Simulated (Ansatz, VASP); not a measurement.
# Pt in VASP and in Ansatz

```
Pt
1.0
    -0.19468    1.84943    1.84943
     1.84943   -0.19468    1.84943
     1.84943    1.84943   -0.19468
Pt
1
Cartesian
  0.0000 0.0000 0.0000
```

Change from the starting cell: equal engineering shear yz, xz and xy -0.1000, equal normal strain along x, y and z +0.0000.

Alike in both runs: task single point; functional LDA; k mesh 20 × 20 × 20; occupations gaussian, width 0.15 eV; no spin polarisation.

|  | VASP | Ansatz |
| --- | --- | --- |
| version | VASP 6.6.1 | Ansatz 0.2.0 |
| potentials or method | VASP PAW LDA potentials, release 64 (Pt), cutoff 520 eV | scalar-relativistic, plane waves, PAW |
| valence electrons in the cell | 10 | 18 |

```tsv
	VASP	Ansatz	Ansatz less VASP
gap on the k mesh at the Fermi level (eV)	none	none	-
pressure (GPa)	10.6	9.8	-0.82
traceless stress, the component that is largest in VASP (GPa)	9.86	9.73	-0.130
```

Ansatz warns that its potentials were made for another functional, while VASP's fit it. LDA's correlation is that of Perdew and Zunger in VASP and of Perdew and Wang (1992) in Ansatz. A gap of «none» marks a metal or a gap that the smearing closes. VASP's potentials hold 10 valence electrons a cell and Ansatz's 18, so a difference there can come from the potentials and not from the codes.

Neither program's run includes spin-orbit coupling.
